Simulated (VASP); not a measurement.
# SiC: single point with r2SCAN+rVV10

SiC:

```
Si C
1.0
     3.07264    0.00000    0.00000
    -1.53632    2.66098    0.00000
     0.00000    0.00000    5.04270
Si C
2 2
Direct
  0.33333 0.66667 0.00457
  0.66667 0.33333 0.50457
  0.33333 0.66667 0.38043
  0.66667 0.33333 0.88043
```

```json
{
  "Program": "VASP 6.6.1",
  "Task": "single point",
  "Functional": "r2SCAN",
  "Dispersion": "rVV10",
  "Potentials or basis": "VASP PAW PBE potentials, release 64 (Si, C)",
  "Cutoff": "520 eV",
  "k mesh": "6 × 6 × 4",
  "Occupations": "gaussian, width 0.01 eV",
  "Spin": "no spin polarisation"
}
```

The pressure is -0.1 GPa and the band gap on the k mesh is 2.61 eV (least direct gap 4.46 eV).

Levels at points of the mesh, in eV from the valence-band top:
```csv
k point,band 6,band 7,band 8,band 9,band 10,band 11
"(0.00, 0.00, 0.00)",-0.11,0.00,0.00,5.38,6.78,7.19
"(0.50, 0.00, 0.00)",-3.49,-3.38,-1.26,3.20,4.64,7.47
"(0.00, 0.00, 0.50)",-0.75,-0.75,-0.75,6.50,6.50,7.89
"(0.50, 0.00, 0.50)",-2.57,-2.44,-2.44,3.70,3.70,5.78
```

It took 55 s on 1 thread of Intel(R) Xeon(R) Platinum 8559C (Emerald Rapids), on a shared host, peak memory 0.25 GiB.

Caveat: the PAW data sets were made with another functional, which shifts forces and pressure a little. r2SCAN opens gaps a little over a GGA but as a rule still falls short of measured ones.
